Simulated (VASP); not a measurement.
# CdSe (F-43m) in VASP: a series of runs

The runs below take CdSe through relaxation of cell and atoms, single point, with PBEsol.

All numbers are computed with VASP 6.6.1; they aren't measurements. Logs are shortened: lines on timing, memory, paths and dates and some standing lists are left out, and cuts for length are marked.

**1. The cell of the first run**

Symmetry: F-43m, No. 216, cubic system. Conventional cell: a = 6.083 Å, b = 6.083 Å, c = 6.083 Å, α = 90.00°, β = 90.00°, γ = 90.00°. Cd (site symmetry -43m) has 4 Se at 2.63 Å within 3.5 Å. Within 3.5 Å of Se (site symmetry -43m) lie 4 Cd at 2.63 Å.

**2. Relaxation of cell and atoms, PBEsol, target pressure 10 GPa, at which the enthalpy is minimised**

Contents of INCAR:

```
ALGO = Normal ; EDIFF = 1E-7
EDIFFG = -0.002 ; ENCUT = 600
GGA = PS ; IBRION = 2
ISIF = 3 ; ISMEAR = 0
LASPH = True ; LCHARG = False
LREAL = False ; LWAVE = False
NELM = 60 ; NSW = 100
PREC = Accurate ; PSTRESS = 100.0
SIGMA = 0.01
```

Contents of KPOINTS:

```
k-points
0
Gamma
  6 6 6
```

Contents of POSCAR:

```
CdSe
1.0
    3.0413144136      3.0413144136      0.0000000000
   -3.0413144136      3.0413144136      0.0000000000
    0.0000000000      3.0413144136      3.0413144136
Cd Se
1 1
Direct
    0.0000000000      0.0000000000      0.0000000000
    0.7500000000      0.2500000000      0.5000000000
```

Potentials or basis: VASP PAW PBE potentials, release 64 (Cd, Se).

The run is started by

```
$ cat potpaw_PBE.64/Cd/POTCAR potpaw_PBE.64/Se/POTCAR > POTCAR
$ mpirun -np 1 vasp_std > vasp.out
```

OUTCAR:

```text
EDIFF = 1E-7
   EDIFFG = -0.002
   ENCUT = 600
   GGA = PS
   IBRION = 2
   ISIF = 3
   ISMEAR = 0
   LASPH = True
   LREAL = False
   NELM = 60
   NSW = 100
   PREC = Accurate
   PSTRESS = 100.0

 ion  position               nearest neighbor table
   1  0.000  0.000  0.000-   2 2.63   2 2.63   2 2.63   2 2.63
   2  0.750  0.250  0.500-   1 2.63   1 2.63   1 2.63   1 2.63

  LATTYP: Found a face centered cubic cell.
 ALAT       =     6.0826288272

  Lattice vectors:

 A1 = (   0.0000000000,   3.0413144136,   3.0413144136)
 A2 = (   3.0413144136,   0.0000000000,   3.0413144136)
 A3 = (   3.0413144136,   3.0413144136,   0.0000000000)

Analysis of symmetry for initial positions (statically):
=====================================================================
 Subroutine PRICEL returns:
 Original cell was already a primitive cell.

 Routine SETGRP: Setting up the symmetry group for a
 face centered cubic supercell.

 Subroutine GETGRP returns: Found 24 space group operations
 (whereof 24 operations were pure point group operations)
 out of a pool of 48 trial point group operations.

The static configuration has the point symmetry T_d .

Analysis of symmetry for dynamics (positions and initial velocities):
=====================================================================
 Subroutine PRICEL returns:
 Original cell was already a primitive cell.

 Routine SETGRP: Setting up the symmetry group for a
 face centered cubic supercell.

 Subroutine GETGRP returns: Found 24 space group operations
 (whereof 24 operations were pure point group operations)
 out of a pool of 48 trial point group operations.

The dynamic configuration has the point symmetry T_d .

 Subroutine INISYM returns: Found 24 space group operations
 (whereof 24 operations are pure point group operations),
 and found     1 'primitive' translations

----------------------------------------------------------------------------------------

                                     Primitive cell

  volume of cell :      56.2618

  direct lattice vectors                    reciprocal lattice vectors
     3.041314414  3.041314414  0.000000000     0.164402601  0.164402601 -0.164402601
    -3.041314414  3.041314414  0.000000000    -0.164402601  0.164402601 -0.164402601
     0.000000000  3.041314414  3.041314414     0.000000000  0.000000000  0.328805202

  length of vectors
     4.301068091  4.301068091  4.301068091     0.284753658  0.284753658  0.328805202

  position of ions in fractional coordinates (direct lattice)
     0.000000000  0.000000000  0.000000000
     0.750000000  0.250000000  0.500000000

  ion indices of the primitive-cell ions
   primitive index   ion index
                 1           1
                 2           2

----------------------------------------------------------------------------------------

 KPOINTS: k-points

Automatic generation of k-mesh.
 Grid dimensions read from file:
 generate k-points for:    6    6    6

 Generating k-lattice:

  Cartesian coordinates                     Fractional coordinates (reciprocal lattice)
     0.027400433  0.027400433 -0.027400433     0.166666667  0.000000000  0.000000000
    -0.027400433  0.027400433 -0.027400433     0.000000000  0.166666667  0.000000000
     0.000000000  0.000000000  0.054800867     0.000000000  0.000000000  0.166666667

  Length of vectors
     0.047458943  0.047458943  0.054800867

  Shift w.r.t. Gamma in fractional coordinates (k-lattice)
     0.000000000  0.000000000  0.000000000

 Subroutine IBZKPT returns following result:
 ===========================================

 Found     16 irreducible k-points:

 Following reciprocal coordinates:
            Coordinates               Weight
  0.000000  0.000000  0.000000      1.000000
  0.166667  0.000000  0.000000      8.000000
  0.333333  0.000000  0.000000      8.000000
  0.500000  0.000000  0.000000      4.000000
  0.166667  0.166667  0.000000     12.000000
  0.333333  0.166667  0.000000     24.000000
[... 8 lines left out ...]
  0.500000  0.333333  0.166667     24.000000
  0.500000  0.500000  0.166667     12.000000
   k-points           NKPTS =     16   k-points in BZ     NKDIM =     16   number of bands    NBANDS=     13
   number of dos      NEDOS =    301   number of ions     NIONS =      2
   total plane-waves  NPLWV =  46656
   dimension x,y,z NGX =    36 NGY =   36 NGZ =   36
   dimension x,y,z NGXF=    72 NGYF=   72 NGZF=   72
   ions per type =               1   1
   NGX,Y,Z   is equivalent  to a cutoff of  13.91, 13.91, 13.91 a.u.
   NGXF,Y,Z  is equivalent  to a cutoff of  27.83, 27.83, 27.83 a.u.
 SYSTEM =  unknown system
   PREC   = accura    normal or accurate (medium, high low for compatibility)
   ISTART =      0    job   : 0-new  1-cont  2-samecut
   ICHARG =      2    charge: 1-file 2-atom 10-const
   ISPIN  =      1    spin polarized calculation?
   LNONCOLLINEAR =      F non collinear calculations
   LSORBIT =      F    spin-orbit coupling
   LASPH  =      T    aspherical Exc in radial PAW
   ENCUT  =  600.0 eV  44.10 Ry    6.64 a.u.   8.59  8.59  8.59*2*pi/ulx,y,z
   NELM   =     60;   NELMIN=  2; NELMDL= -5     # of ELM steps
   EDIFF  = 0.1E-06   stopping-criterion for ELM
   LREAL  =      F    real-space projection
   EDIFFG = -.2E-02   stopping-criterion for IOM
   NSW    =    100    number of steps for IOM
   IBRION =      2    ionic relax: 0-MD 1-quasi-New 2-CG
   NFREE  =      1    steps in history (QN), initial steepest desc. (CG)
   ISIF   =      3    stress and relaxation
   ISYM   =      2    0-nonsym 1-usesym 2-fastsym
   POTIM  = 0.5000    time-step for ionic-motion
   TEBEG  =    0.0;   TEEND  =   0.0 temperature during run
   PSTRESS=  100.0 pullay stress
   NELECT =      18.0000    total number of electrons
   NUPDOWN=      -1.0000    fix difference up-down
   EMIN   =  10.00;   EMAX   =-10.00  energy-range for DOS
   EFERMI =   0.00;   METHOD = LEGACY
   ISMEAR =     0;   SIGMA  =   0.01  broadening in eV -4-tet -1-fermi 0-gaus
   EFERMI_NEDOS =   21; number of points for ismear=-14 and -15
   IALGO  =     38    algorithm
   IMIX   =      4    mixing-type and parameters
     AMIX     =   0.40;   BMIX     =  1.00
     AMIX_MAG =   1.60;   BMIX_MAG =  1.00
  volume/ion in A,a.u.               =      28.13       189.84
  Fermi-wavevector in a.u.,A,eV,Ry     =   1.119681  2.115890 17.057430  1.253686
  Thomas-Fermi vector in A             =   2.256322
   LORBIT       =      0    0 simple, 1 ext, 2 COOP (PROOUT), +10 PAW based schemes
   GGA     = PS    functional components
   LHFCALC =     F    Hartree Fock is set to
   AEXX    =    0.0000 exact exchange contribution
   IVDW    =     0    specifies the selected vdW correction
   LEPSILON=     F    determine dielectric tensor
   LRPA    =     F    only Hartree local field effects (RPA)
 conjugate gradient relaxation of ions
 non-spin polarized calculation
 Gauss-broadening in eV      SIGMA  =   0.01
  energy-cutoff  :      600.00
  volume of cell :       56.26
 maximum number of plane-waves:      1895
 NGX is ok and might be reduce to    36
   NGX = 17   NGY = 17   NGZ = 17

--------------------------------------- Ionic step        1  -------------------------------------------

 number of electron      17.9999999 magnetization

 Free energy of the ion-electron system (eV)
  ---------------------------------------------------
  ext. energy  EPLUGINS =         0.00000000
  ---------------------------------------------------
  free energy    TOTEN  =        -6.17249436 eV

  energy without entropy =       -6.17249436  energy(sigma->0) =       -6.17249436

------------------------ aborting loop because EDIFF is reached ----------------------------------------

  FORCE on cell =-STRESS in cart. coord.  units (eV):
  Direction    XX          YY          ZZ          XY          YZ          ZX
  --------------------------------------------------------------------------------------
  -------------------------------------------------------------------------------------
  Total        0.0982256      0.0982256      0.0982256      0.0000000     -0.0000000      0.0000000
  in kB        2.7971845      2.7971845      2.7971845      0.0000000     -0.0000000      0.0000000
  external PRESSURE =     -97.2028155 kB  Pullay stress =     100.0000000 kB
[... 23 lines left out ...]
  enthalpy is  TOTEN    =        -2.6609078386 eV   P V=        3.5115865249

--------------------------------------- Ionic step        2  -------------------------------------------

 number of electron      17.9999998 magnetization

 E-fermi :   3.3362     XC(G=0): -10.3253

 val. band max:        3.2810476337   @ k =   0.0000   0.0000   0.0000
 cond. band min:       4.2412607416   @ k =   0.0000   0.0000   0.0000
 fundamental gap:      0.9602131079
 Fermi energy:         3.3361811037

 k-point     1 :       0.0000    0.0000    0.0000
  band No.  band energies     occupation
      1     -11.2075      2.00000
      2      -5.9687      2.00000
      3      -5.9687      2.00000
      4      -5.9687      2.00000
      5      -5.2310      2.00000
      6      -5.2310      2.00000
      7       3.2810      2.00000
      8       3.2810      2.00000
      9       3.2810      2.00000
     10       4.2413      0.00000
     11       8.9698      0.00000
     12       8.9698      0.00000
     13       8.9698      0.00000
[... 425 lines left out ...]
  enthalpy is  TOTEN    =        -2.8984643337 eV   P V=        3.0818759575

--------------------------------------- Ionic step        7  -------------------------------------------

 number of electron      17.9999999 magnetization

 Free energy of the ion-electron system (eV)
  ---------------------------------------------------
  ext. energy  EPLUGINS =         0.00000000
  ---------------------------------------------------
  free energy    TOTEN  =        -5.97306761 eV

  energy without entropy =       -5.97306761  energy(sigma->0) =       -5.97306761

 E-fermi :   2.0629     XC(G=0):  -9.7176

 val. band max:        1.9785786344   @ k =   0.0000   0.0000   0.0000
 cond. band min:       2.7168435664   @ k =   0.0000   0.0000   0.0000
 fundamental gap:      0.7382649320
 Fermi energy:         2.0628995399

 k-point     1 :       0.0000    0.0000    0.0000
  band No.  band energies     occupation
      1     -11.5022      2.00000
      2      -6.5124      2.00000
      3      -6.5124      2.00000
      4      -6.5124      2.00000
      5      -5.9663      2.00000
      6      -5.9663      2.00000
      7       1.9786      2.00000
      8       1.9786      2.00000
      9       1.9786      2.00000
     10       2.7168      0.00000
     11       7.7860      0.00000
     12       7.7860      0.00000
     13       7.7860      0.00000
[... 267 lines left out ...]
  FREE ENERGIE OF THE ION-ELECTRON SYSTEM (eV)
  ---------------------------------------------------
  free  energy   TOTEN  =        -5.9730676105 eV

  energy  without entropy=       -5.9730676105  energy(sigma->0) =       -5.97306761

  enthalpy is  TOTEN    =        -2.8985488250 eV   P V=        3.0745187855

 reached required accuracy - stopping structural energy minimisation
```

It took 83 s on 1 thread of Intel Xeon 6975P-C (Granite Rapids), shared host; peak memory 0.22 GiB.

Results:

- Free energy: -5.9731 eV
- Relaxed volume: 24.63 Å³/atom
- Relaxed cell: a = 4.115 Å, b = 4.115 Å, c = 4.115 Å, α = 60.00°, β = 60.00°, γ = 90.00°
- Space group after relaxing (to 0.05 Å): F-43m (No. 216)
- Energy change on relaxing (the enthalpy is what falls): +99.7 meV/atom
- Ionic steps: 7
- Pressure after relaxing: 10.0 GPa
- Band gap on the k mesh: 0.74 eV, direct

Step by step:
| step | energy change (eV) | largest force (eV/Å) | pressure (GPa) | volume (Å³) |
| --- | --- | --- | --- | --- |
| 1 | 0.0000 | 0.0000 | 0.28 | 56.26 |
| 2 | 0.8121 | 0.0000 | 25.55 | 43.48 |
| 3 | 0.1906 | 0.0000 | 9.73 | 49.40 |
| 4 | 0.1986 | 0.0000 | 9.98 | 49.27 |
| 5 | 0.2070 | 0.0000 | 10.24 | 49.14 |
| 6 | 0.1922 | 0.0000 | 9.76 | 49.38 |
| 7 | 0.1994 | 0.0000 | 10.00 | 49.26 |

Final structure:
```cif
data_structure
_symmetry_space_group_name_H-M 'P 1'
_symmetry_Int_Tables_number 1
_cell_length_a 4.1147
_cell_length_b 4.1147
_cell_length_c 4.1147
_cell_angle_alpha 60.000
_cell_angle_beta 60.000
_cell_angle_gamma 90.000
_cell_volume 49.26
loop_
_atom_site_label
_atom_site_type_symbol
_atom_site_fract_x
_atom_site_fract_y
_atom_site_fract_z
_atom_site_occupancy
Cd1 Cd 0.00000 0.00000 0.00000 1
Se1 Se 0.75000 0.25000 0.50000 1
```

Caveat: the cell is relaxed towards a set pressure, so the enthalpy falls and the energy may rise; the PAW data sets were made with another functional, which shifts forces and pressure a little. PBEsol gaps usually lie below the measured ones, often by a third to a half.

[end of part 1 of 2]
